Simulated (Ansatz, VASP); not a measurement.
**Two plane-wave programs on ZnAu**

```
Zn Au
1.0
     3.12873    0.00000    0.00000
     0.00000    3.12873    0.00000
     0.00000    0.00000    3.12873
Zn Au
1 1
Cartesian
  1.5644 1.5644 1.5644
  0.0000 0.0000 0.0000
```

Alike in both runs: functional PBEsol; k mesh 14 × 14 × 14; occupations gaussian, width 0.1 eV; no spin polarisation.

Ansatz relaxed the structure, and its values are those at the end. VASP's run is a single point on that final structure, the one shown.

```csv
,VASP,Ansatz
version,VASP 6.6.1,Ansatz 0.2.0
potentials or method,"VASP PAW PBE potentials, release 64 (Zn, Au), cutoff 520 eV","scalar-relativistic, plane waves, PAW"
valence electrons in the cell,23,31
```

```tsv
	VASP	Ansatz	Ansatz less VASP
gap on the k mesh at the Fermi level (eV)	none	none	-
pressure (GPa)	0.1	-0.1	-0.13
```

VASP's potentials were made for PBE, not for PBEsol. A gap of «none» marks a metal or a gap that the smearing closes. The functional is the same, so the differences come from potentials, cutoffs and numerics. VASP's potentials hold 23 valence electrons a cell and Ansatz's 31, so a difference there can come from the potentials and not from the codes.

Spin-orbit coupling is off throughout.
